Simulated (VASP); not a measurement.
Input of a VASP 6.6.1 run:

The input INCAR:

```
SYSTEM = Ir
PREC = Accurate ; ENCUT = 500
EDIFF = 1E-6 ; ISMEAR = 0
SIGMA = 0.05 ; LREAL = .False.
LASPH = .True. ; NELM = 120
ALGO = Normal ; ISIF = 2
LWAVE = .False. ; LCHARG = .False.
GGA = PS ; NBANDS = 16
GGA_COMPAT = .False.
```

KPOINTS

```
regular mesh
0
Gamma
  15 15 8
  0 0 0
```

POSCAR

```
Ir
1.0
    2.7513778946      0.0000000000      0.0000000000
   -1.3756889473      2.3827631521      0.0000000000
    0.0000000000      0.0000000000      4.4622900000
Ir
2
Direct
    0.6666666700      0.3333333300      0.7500000000
    0.3333333300      0.6666666700      0.2500000000
```

Potentials or basis: VASP PAW PBE potentials, release 64 (Ir).

The run is started by

```sh
$ cat potpaw_PBE.64/Ir/POTCAR > POTCAR
$ mpirun -np 1 vasp_std > vasp.out
```

Task: What does it give for the band gap on the k mesh?

Result: Zero (band 9 reaches 10.71 eV, above the bottom of band 10 at 7.58 eV).

Task: Estimate the pressure.

Result: -11.9 GPa.

Stress tensor (GPa, compression positive):
```
-11.65   0.00   0.00
  0.00 -11.65   0.00
  0.00   0.00 -12.34
```

Caveat: the PAW data sets were made with another functional, which shifts forces and pressure a little; spin-orbit coupling is left out, which moves the levels of the heavy elements.
